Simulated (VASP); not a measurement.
Wanted: the native input for a VASP 6.6.1 run.

* Task: single point
* Functional: PBE
* Potentials or basis: VASP PAW PBE potentials, release 64 (Al)
* Cutoff: 520 eV
* k mesh: 22 × 22 × 22
* Occupations: gaussian, width 0.15 eV
* Spin: no spin polarisation
* Dipole correction: no
* Further INCAR settings: ALGO = Normal; EDIFF = 1e-07; NBANDS = 8

The structure of Al lies in POSCAR:

```
Al
1.0
   -1.3677306712      1.3677306712      2.1415926850
    1.3677306712     -1.3677306712      2.1415926850
    1.3677306712      1.3677306712     -2.1415926850
Al
1
Direct
    0.0000000000      0.0000000000      0.0000000000
```

This cell differs from its parent crystal: volume 16.025 Å^3 an atom, c/a of the conventional cell 1.5658.

One way to write it, as run:

INCAR

```
SYSTEM = Al
  PREC = Accurate
  ENCUT = 520
  EDIFF = 1E-7
  ISMEAR = 0
  SIGMA = 0.15
  LREAL = .FALSE.
  LASPH = .TRUE.
  NELM = 100
  ALGO = Normal
  ISIF = 2
  LWAVE = .FALSE.
  LCHARG = .FALSE.
  GGA = PE
  NBANDS = 8
```

KPOINTS

```
regular mesh
0
G
  22 22 22
  0 0 0
```

Potentials or basis: VASP PAW PBE potentials, release 64 (Al).

Run with:

```bash
$ cat potpaw_PBE.64/Al/POTCAR > POTCAR
$ mpirun -np 1 vasp_std > vasp.out
```

Results of the run:

```
Pressure : 3.2 GPa
```

Wall time 43 s on 1 thread of Intel(R) Xeon(R) Platinum 8488C (Sapphire Rapids), with other jobs on the host, peak memory 0.2 GiB.
